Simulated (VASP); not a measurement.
# Si16Ge (a cell with a defect) in VASP: relaxation of the atoms with PBE+D3(BJ)

Aim: the relaxation of the atoms of Si16Ge (a cell with a defect) with PBE+D3(BJ).

Everything below comes from runs of VASP 6.6.1. Logs are shortened: lines on timing, memory, paths and dates and some standing lists are left out, and cuts for length are marked.

**1. The cell of the first run**

The cell holds a defect, 17 atoms: a = 7.679 Å, b = 7.679 Å, c = 7.679 Å, α = 60.00°, β = 60.00°, γ = 60.00°.

**2. Relaxation of the atoms, PBE+D3(BJ)**

INCAR reads:

```
SYSTEM = Si16Ge
PREC = Accurate ; ENCUT = 520
EDIFF = 1E-6 ; ISMEAR = 0
SIGMA = 0.02 ; LREAL = Auto
LASPH = .TRUE. ; NELM = 80
ALGO = Normal ; ISIF = 2
LWAVE = .FALSE. ; LCHARG = .FALSE.
GGA = PE ; IVDW = 12
IBRION = 2 ; NSW = 80
EDIFFG = -0.03
```

KPOINTS reads:

```
regular mesh
0
G
  2 2 2
  0 0 0
```

POSCAR reads:

```
Si16Ge
1.0
    0.0000000000      5.4300000000      5.4300000000
    5.4300000000      0.0000000000      5.4300000000
    5.4300000000      5.4300000000      0.0000000000
Si Ge
16 1
Direct
    0.0000000000      0.0000000000      0.0000000000
    0.1250000000      0.1250000000      0.1250000000
    0.0000000000      0.0000000000      0.5000000000
    0.1250000000      0.1250000000      0.6250000000
    0.0000000000      0.5000000000      0.0000000000
    0.1250000000      0.6250000000      0.1250000000
    0.0000000000      0.5000000000      0.5000000000
    0.1250000000      0.6250000000      0.6250000000
    0.5000000000      0.0000000000      0.0000000000
    0.6250000000      0.1250000000      0.1250000000
    0.5000000000      0.0000000000      0.5000000000
    0.6250000000      0.1250000000      0.6250000000
    0.5000000000      0.5000000000      0.0000000000
    0.6250000000      0.6250000000      0.1250000000
    0.5000000000      0.5000000000      0.5000000000
    0.6250000000      0.6250000000      0.6250000000
    0.7515476600      0.7593031400      0.7438732000
```

Potentials or basis: VASP PAW PBE potentials, release 64 (Si, Ge_d).

The run is started by

```bash
> cat potpaw_PBE.64/Si/POTCAR potpaw_PBE.64/Ge_d/POTCAR > POTCAR
> mpirun -np 1 vasp_std > vasp.out
```

OUTCAR:

```text
SYSTEM = Si16Ge
   PREC = Accurate
   ENCUT = 520
   EDIFF = 1E-6
   ISMEAR = 0
   LREAL = Auto
   LASPH = .TRUE.
   NELM = 80
   ISIF = 2
   GGA = PE
   IVDW = 12
   IBRION = 2
   NSW = 80
   EDIFFG = -0.03
 IVDW          = 12

 ion  position               nearest neighbor table
   1  0.000  0.000  0.000-   2 2.35   4 2.35   6 2.35  10 2.35
   2  0.125  0.125  0.125-   1 2.35   3 2.35   5 2.35   9 2.35
   3  0.000  0.000  0.500-   2 2.35   4 2.35   8 2.35  12 2.35  17 2.66
   4  0.125  0.125  0.625-   1 2.35   3 2.35   7 2.35  11 2.35
   5  0.000  0.500  0.000-   2 2.35   6 2.35   8 2.35  14 2.35  17 2.74
   6  0.125  0.625  0.125-   1 2.35   5 2.35   7 2.35  13 2.35
   7  0.000  0.500  0.500-   4 2.35   6 2.35   8 2.35  16 2.35  17 2.73
   8  0.125  0.625  0.625-  17 2.34   5 2.35   7 2.35  15 2.35   3 2.35
   9  0.500  0.000  0.000-   2 2.35  10 2.35  12 2.35  14 2.35  17 2.70
  10  0.625  0.125  0.125-   1 2.35   9 2.35  11 2.35  13 2.35
  11  0.500  0.000  0.500-   4 2.35  10 2.35  12 2.35  16 2.35  17 2.69
  12  0.625  0.125  0.625-  17 2.29   9 2.35  11 2.35  15 2.35   3 2.35
  13  0.500  0.500  0.000-   6 2.35  10 2.35  14 2.35  16 2.35  17 2.77
  14  0.625  0.625  0.125-   5 2.35   9 2.35  13 2.35  15 2.35  17 2.39
  15  0.500  0.500  0.500-   8 2.35  12 2.35  14 2.35  16 2.35
  16  0.625  0.625  0.625-   7 2.35  11 2.35  13 2.35  15 2.35  17 2.38
  17  0.752  0.759  0.744-  12 2.29   8 2.34  16 2.38  14 2.39   3 2.66  11 2.69   9 2.70   7 2.73
                             5 2.74  13 2.77

  LATTYP: Found a face centered cubic cell.
 ALAT       =    10.8600000000

  Lattice vectors:

 A1 = (   0.0000000000,   5.4300000000,   5.4300000000)
 A2 = (   5.4300000000,   0.0000000000,   5.4300000000)
 A3 = (   5.4300000000,   5.4300000000,   0.0000000000)

Analysis of symmetry for initial positions (statically):
=====================================================================
 Subroutine PRICEL returns:
 Original cell was already a primitive cell.

 Routine SETGRP: Setting up the symmetry group for a
 face centered cubic supercell.

 Subroutine GETGRP returns: Found  1 space group operations
 (whereof  1 operations were pure point group operations)
 out of a pool of 48 trial point group operations.

The static configuration has the point symmetry C_1 .

Analysis of symmetry for dynamics (positions and initial velocities):
=====================================================================
 Subroutine PRICEL returns:
 Original cell was already a primitive cell.

 Routine SETGRP: Setting up the symmetry group for a
 face centered cubic supercell.

 Subroutine GETGRP returns: Found  1 space group operations
 (whereof  1 operations were pure point group operations)
 out of a pool of 48 trial point group operations.

The dynamic configuration has the point symmetry C_1 .

 Subroutine INISYM returns: Found  1 space group operations
[... 93 lines left out ...]
   number of dos      NEDOS =    301   number of ions     NIONS =     17
   total plane-waves  NPLWV = 216000
   dimension x,y,z NGX =    60 NGY =   60 NGZ =   60
   dimension x,y,z NGXF=   120 NGYF=  120 NGZF=  120
   ions per type =              16   1
   NGX,Y,Z   is equivalent  to a cutoff of  12.99, 12.99, 12.99 a.u.
   NGXF,Y,Z  is equivalent  to a cutoff of  25.98, 25.98, 25.98 a.u.
 SYSTEM =  Si16Ge
   PREC   = accura    normal or accurate (medium, high low for compatibility)
   ISTART =      0    job   : 0-new  1-cont  2-samecut
   ICHARG =      2    charge: 1-file 2-atom 10-const
   ISPIN  =      1    spin polarized calculation?
   LNONCOLLINEAR =      F non collinear calculations
   LSORBIT =      F    spin-orbit coupling
   LASPH  =      T    aspherical Exc in radial PAW
   ENCUT  =  520.0 eV  38.22 Ry    6.18 a.u.  14.28 14.28 14.28*2*pi/ulx,y,z
   NELM   =     80;   NELMIN=  2; NELMDL= -5     # of ELM steps
   EDIFF  = 0.1E-05   stopping-criterion for ELM
   LREAL  =      T    real-space projection
   EDIFFG = -.3E-01   stopping-criterion for IOM
   NSW    =     80    number of steps for IOM
   IBRION =      2    ionic relax: 0-MD 1-quasi-New 2-CG
   NFREE  =      1    steps in history (QN), initial steepest desc. (CG)
   ISIF   =      2    stress and relaxation
   ISYM   =      2    0-nonsym 1-usesym 2-fastsym
   POTIM  = 0.5000    time-step for ionic-motion
   TEBEG  =    0.0;   TEEND  =   0.0 temperature during run
   PSTRESS=    0.0 pullay stress
   NELECT =      78.0000    total number of electrons
   NUPDOWN=      -1.0000    fix difference up-down
   EMIN   =  10.00;   EMAX   =-10.00  energy-range for DOS
   EFERMI =   0.00;   METHOD = LEGACY
   ISMEAR =     0;   SIGMA  =   0.02  broadening in eV -4-tet -1-fermi 0-gaus
   EFERMI_NEDOS =   21; number of points for ismear=-14 and -15
   IALGO  =     38    algorithm
   IMIX   =      4    mixing-type and parameters
     AMIX     =   0.40;   BMIX     =  1.00
     AMIX_MAG =   1.60;   BMIX_MAG =  1.00
  volume/ion in A,a.u.               =      18.84       127.11
  Fermi-wavevector in a.u.,A,eV,Ry     =   1.022421  1.932096 14.222785  1.045345
  Thomas-Fermi vector in A             =   2.156100
   LORBIT       =      0    0 simple, 1 ext, 2 COOP (PROOUT), +10 PAW based schemes
   GGA     = PE    functional components
   LHFCALC =     F    Hartree Fock is set to
   AEXX    =    0.0000 exact exchange contribution
   IVDW    =    12    specifies the selected vdW correction
   LEPSILON=     F    determine dielectric tensor
   LRPA    =     F    only Hartree local field effects (RPA)
 conjugate gradient relaxation of ions
 non-spin polarized calculation
 Gauss-broadening in eV      SIGMA  =   0.02
  energy-cutoff  :      520.00
  volume of cell :      320.21
 maximum number of plane-waves:      8646
 NGX is ok and might be reduce to    60
   NGX = 29   NGY = 29   NGZ = 29

--------------------------------------- Ionic step        1  -------------------------------------------

 number of electron      78.0000005 magnetization

 Free energy of the ion-electron system (eV)
  ---------------------------------------------------
  ext. energy  EPLUGINS =         0.00000000
  ---------------------------------------------------
  free energy    TOTEN  =       -86.33693719 eV

  energy without entropy =      -86.33309125  energy(sigma->0) =      -86.33501422

------------------------ aborting loop because EDIFF is reached ----------------------------------------

 Edisp (eV)   -5.66772

 E8    (eV) :    -2.3558
[... 376 lines left out ...]
--------------------------------------- Ionic step        8  -------------------------------------------

 number of electron      78.0000000 magnetization

 Free energy of the ion-electron system (eV)
  ---------------------------------------------------
  ext. energy  EPLUGINS =         0.00000000
  ---------------------------------------------------
  free energy    TOTEN  =       -86.69136537 eV

  energy without entropy =      -86.68852618  energy(sigma->0) =      -86.68994577

 E-fermi :   6.9475     XC(G=0):  -9.7505

 val. band max:        6.9456858638   @ k =   0.0000   0.0000   0.0000
 cond. band min:       6.9494584561   @ k =   0.0000   0.0000   0.0000
 fundamental gap:      0.0037725923
 Fermi energy:         6.9475059786

 k-point     1 :       0.0000    0.0000    0.0000
  band No.  band energies     occupation
      1     -18.2690      2.00000
      2     -18.2690      2.00000
      3     -18.2686      2.00000
      4     -18.2551      2.00000
      5     -18.2550      2.00000
      6      -6.5243      2.00000
[... 445 lines left out ...]
  FREE ENERGIE OF THE ION-ELECTRON SYSTEM (eV)
  ---------------------------------------------------
  free  energy   TOTEN  =       -92.3578576711 eV

  energy  without entropy=      -92.3550184789  energy(sigma->0) =      -92.35643808

 reached required accuracy - stopping structural energy minimisation
```

Wall time 21 min (1 thread of Oxide Virtual Turin-like, shared host); peak memory 0.53 GiB.

Results:

```yaml
Free_energy: -92.3579 eV
Energy_gained_by_relaxing: 20.8 meV/atom
Ionic_steps: 8
Pressure_after_relaxing: 3.7 GPa
Largest_force_after_relaxing: 0.025 eV/Å
Band_gap_on_the_k_mesh: zero (bands 39 and 40 overlap by 0.31 eV)
Dispersion_energy_per_atom: -0.333 eV
```

Forces on the atoms (eV/Å):
```
Si   0.001 -0.001  0.002
Si   0.003  0.004  0.003
Si   0.003 -0.003 -0.005
Si  -0.004 -0.004  0.004
Si  -0.005 -0.003  0.004
Si  -0.001  0.002 -0.005
Si   0.003  0.004  0.003
Si   0.001 -0.003  0.006
Si  -0.001 -0.008  0.007
Si   0.002 -0.001 -0.005
Si   0.007  0.003  0.006
Si  -0.006  0.005 -0.004
Si  -0.001 -0.001  0.003
Si   0.015  0.009  0.003
Si  -0.002  0.002 -0.004
Si  -0.008 -0.014  0.006
Ge  -0.006  0.009 -0.022
```

The path:
| step | energy change (eV) | largest force (eV/Å) | pressure (GPa) |
| --- | --- | --- | --- |
| 1 | 0.0000 | 2.0364 | 4.78 |
| 2 | -0.3413 | 0.3003 | 3.73 |
| 3 | -0.3416 | 0.3841 | 3.70 |
| 4 | -0.3509 | 0.1343 | 3.67 |
| 5 | -0.3511 | 0.1026 | 3.67 |
| 6 | -0.3529 | 0.0495 | 3.68 |
| 7 | -0.3530 | 0.0352 | 3.68 |
| 8 | -0.3532 | 0.0247 | 3.69 |

Final structure:
```cif
data_structure
_symmetry_space_group_name_H-M 'P 1'
_symmetry_Int_Tables_number 1
_cell_length_a 7.6792
_cell_length_b 7.6792
_cell_length_c 7.6792
_cell_angle_alpha 60.000
_cell_angle_beta 60.000
_cell_angle_gamma 60.000
_cell_volume 320.21
loop_
_atom_site_label
_atom_site_type_symbol
_atom_site_fract_x
_atom_site_fract_y
_atom_site_fract_z
_atom_site_occupancy
Si1 Si 0.99996 0.99984 0.00011 1
Si2 Si 0.12423 0.12438 0.12393 1
Si3 Si 0.00454 0.00493 0.49526 1
Si4 Si 0.12419 0.12437 0.62750 1
Si5 Si 0.00460 0.49560 0.00426 1
Si6 Si 0.12432 0.62715 0.12425 1
Si7 Si 0.00460 0.49557 0.49551 1
Si8 Si 0.13711 0.62082 0.62103 1
Si9 Si 0.49544 0.00494 0.00421 1
Si10 Si 0.62730 0.12437 0.12414 1
Si11 Si 0.49540 0.00495 0.49538 1
Si12 Si 0.62023 0.13880 0.62050 1
Si13 Si 0.49569 0.49573 0.00426 1
Si14 Si 0.62159 0.62164 0.13536 1
Si15 Si 0.50035 0.50208 0.49863 1
Si16 Si 0.62150 0.62151 0.62131 1
Ge1 Ge 0.75049 0.75261 0.74824 1
```

Levels at points of the mesh, in eV from the Fermi level:
```csv
k point,band 35,band 36,band 37,band 38,band 39,band 40,band 41,band 42,band 43,band 44
"(0.00, 0.00, 0.00)",-1.77,-0.82,-0.82,-0.81,-0.28,-0.27,-0.26,0.00,0.00,0.40
"(0.50, 0.00, 0.00)",-1.55,-1.55,-1.49,-1.49,-0.34,0.50,0.51,0.85,0.85,1.22
"(0.00, 0.50, 0.00)",-1.55,-1.55,-1.49,-1.49,-0.34,0.50,0.51,0.85,0.85,1.22
"(0.00, 0.00, 0.50)",-1.54,-1.54,-1.49,-1.49,-0.34,0.49,0.51,0.85,0.86,1.22
"(0.50, 0.50, 0.50)",-1.54,-1.54,-1.49,-1.49,-0.34,0.49,0.51,0.85,0.86,1.22
"(0.50, 0.50, 0.00)",-2.10,-2.10,-1.93,-1.33,0.04,0.78,1.02,1.03,1.03,1.90
"(0.00, 0.50, 0.50)",-2.10,-2.10,-1.92,-1.33,0.04,0.78,1.02,1.02,1.03,1.90
"(0.50, 0.00, 0.50)",-2.10,-2.10,-1.92,-1.33,0.04,0.78,1.02,1.03,1.03,1.90
```

Caveat: the k points lie up to 0.50 Å⁻¹ apart.
